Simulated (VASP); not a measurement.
A run of VASP 6.6.1 is set up as follows.

Contents of INCAR:

```
SYSTEM = InAs
PREC     = Accurate       ! precision mode
ENCUT    = 500            ! plane-wave cutoff, eV
EDIFF    = 1E-6           ! SCF threshold, eV
ISMEAR   = 0              ! smearing method
SIGMA    = 0.1            ! smearing width, eV
LREAL    = .False.        ! projectors in reciprocal space
LASPH    = .True.         ! aspherical terms in the spheres
NELM     = 120            ! most SCF steps
ALGO     = Normal         ! electronic algorithm
ISIF     = 2              ! what is computed and relaxed
LWAVE    = .False.        ! write WAVECAR
LCHARG   = .False.        ! write CHGCAR
NBANDS   = 16             ! bands
GGA_COMPAT= .False.
```

The input KPOINTS:

```
regular mesh
0
Gamma
  12 12 12
  0 0 0
```

POSCAR

```
InAs
1.0
    0.0000000000      3.0130178171      3.0130178171
    3.0130178171      0.0000000000      3.0130178171
    3.0130178171      3.0130178171      0.0000000000
In As
1 1
Direct
    0.0000000000      0.0000000000      0.0000000000
    0.2500000000      0.2500000000      0.2500000000
```

Potentials or basis: VASP PAW LDA potentials, release 64 (In_d, As).

The run is started by

```bash
$ cat potpaw_LDA.64/In_d/POTCAR potpaw_LDA.64/As/POTCAR > POTCAR
$ mpirun -np 1 vasp_std > vasp.out
```

Question: Predict the band gap on the k mesh.

Answer: Zero (filled and empty bands touch).

Question: Estimate the pressure.

Answer: 0.1 GPa.

Caveat: semilocal functionals underestimate gaps, and a narrow one can read as zero; spin-orbit coupling is left out, which moves the levels of the heavy elements.
